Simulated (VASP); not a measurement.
## Ti: electric field gradients with PBE

Crystal: Ti.

```
CELL_PARAMETERS angstrom
0.00000 2.06981 2.06981
2.06981 0.00000 2.06981
2.06981 2.06981 0.00000
ATOMIC_POSITIONS crystal
Ti 0.00000 0.00000 0.00000
```

This cell differs from its parent crystal: volume scaled by 1.06.

* Program: VASP 6.6.1
* Task: electric field gradients
* Functional: PBE
* Potentials or basis: VASP PAW PBE potentials, release 64 (Ti_sv)
* Cutoff: 520 eV
* k mesh: 15 × 15 × 15
* Occupations: fermi-dirac, width 0.05 eV
* Spin: no spin polarisation
* Dipole correction: no
* Further INCAR settings: ALGO = Normal; EDIFF = 1e-08; NBANDS = 12

* Pressure: -2.3 GPa
* Band gap on the k mesh: zero (band 6 reaches 8.86 eV, above the bottom of band 7 at 7.74 eV)

Levels at points of the mesh, in eV from the Fermi level:
```
           k point  band 3  band 4  band 5  band 6  band 7  band 8  band 9  band 10
(0.00, 0.00, 0.00)  -32.63  -32.63   -6.04    0.86    0.86    0.86    2.44     2.44
```

It took 16 s on 1 thread of Intel Xeon 6975P-C, with other jobs on the host, peak memory 0.15 GiB.

Caveat: without QUAD_EFG the Cq values of the log hold for a quadrupole moment of 1 mb, not for the nuclei.
